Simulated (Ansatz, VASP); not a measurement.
One calculation of MgRh, two programs

```
CELL_PARAMETERS angstrom
3.09920 0.00000 0.00000
0.00000 3.09920 0.00000
0.00000 0.00000 3.09920
ATOMIC_POSITIONS crystal
Mg 0.00000 0.00000 0.12100
Rh 0.50000 0.50000 0.50000
```

Change from the starting cell: all Mg atoms moved +0.375 Å, as atom 1 along Cartesian [0 0 1].

Alike in both runs: task single point; functional LDA; k mesh 16 × 16 × 16; occupations gaussian, width 0.15 eV; no spin polarisation.

|  | VASP | Ansatz |
| --- | --- | --- |
| version | VASP 6.6.1 | Ansatz 0.2.0 |
| potentials or method | VASP PAW LDA potentials, release 64 (Mg, Rh_pv), cutoff 520 eV | scalar-relativistic, plane waves, PAW |
| valence electrons in the cell | 17 | 27 |

```tsv
	VASP	Ansatz	Ansatz less VASP
gap on the k mesh at the Fermi level (eV)	none	none	-
pressure (GPa)	-1.0	-0.7	+0.28
traceless stress, the component that is largest in VASP (GPa)	-4.57	-4.46	+0.109
rms of the force components (eV/Å)	1.098	1.090	-0.0072
```

LDA's correlation is that of Perdew and Zunger in VASP and of Perdew and Wang (1992) in Ansatz. Atom by atom the forces differ by 0.007 eV/Å (rms over components). A gap of «none» marks a metal or a gap that the smearing closes. VASP's potentials hold 17 valence electrons a cell and Ansatz's 27, so a difference there can come from the potentials and not from the codes.
